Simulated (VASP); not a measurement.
The system is Ge.

```
CELL_PARAMETERS angstrom
3.00765 0.00000 0.00000
-1.50383 2.60470 0.00000
0.00000 0.00000 9.82300
ATOMIC_POSITIONS crystal
Ge 0.00000 0.00000 0.00000
Ge 0.00000 0.00000 0.50000
Ge 0.33333 0.66667 0.25000
Ge 0.66667 0.33333 0.75000
```

| Item | Value |
| --- | --- |
| Program | VASP 6.6.1 |
| Task | relaxation of cell and atoms |
| Functional | revPBE |
| Potentials or basis | VASP PAW PBE potentials, release 64 (Ge_d) |
| Cutoff | 600 eV |
| k mesh | 12 × 12 × 4 |
| Occupations | fermi-dirac, width 0.1 eV |
| Spin | no spin polarisation |

At the start: pressure 2.1 GPa; volume 19.24 Å³/atom.

Question: How do energy, volume and symmetry change on relaxing?

Answer: Over 7 steps the energy falls by 4.2 meV/atom and the volume is 19.90 Å³/atom (+3.4 %); space group P6_3/mmc (No. 194, to 0.05 Å).

The path:
```
step  energy change (eV)  largest force (eV/Å)  pressure (GPa)  volume (Å³)
   1              0.0000                0.0000            2.12        76.95
   2             -0.0168                0.0000           -0.23        79.82
   3             -0.0169                0.0000            0.03        79.54
   4             -0.0169                0.0000            0.07        79.59
   5             -0.0169                0.0000           -0.06        79.71
   6             -0.0169                0.0000           -0.05        79.65
   7             -0.0170                0.0000            0.00        79.59
```

Final structure:
```
CELL_PARAMETERS angstrom
3.04087 0.00000 0.00000
-1.52044 2.63347 0.00000
0.00000 0.00000 9.93814
ATOMIC_POSITIONS crystal
Ge 0.00000 0.00000 0.00000
Ge 0.00000 0.00000 0.50000
Ge 0.33333 0.66667 0.25000
Ge 0.66667 0.33333 0.75000
```

Caveat: the PAW data sets were made with another functional, which shifts forces and pressure a little.
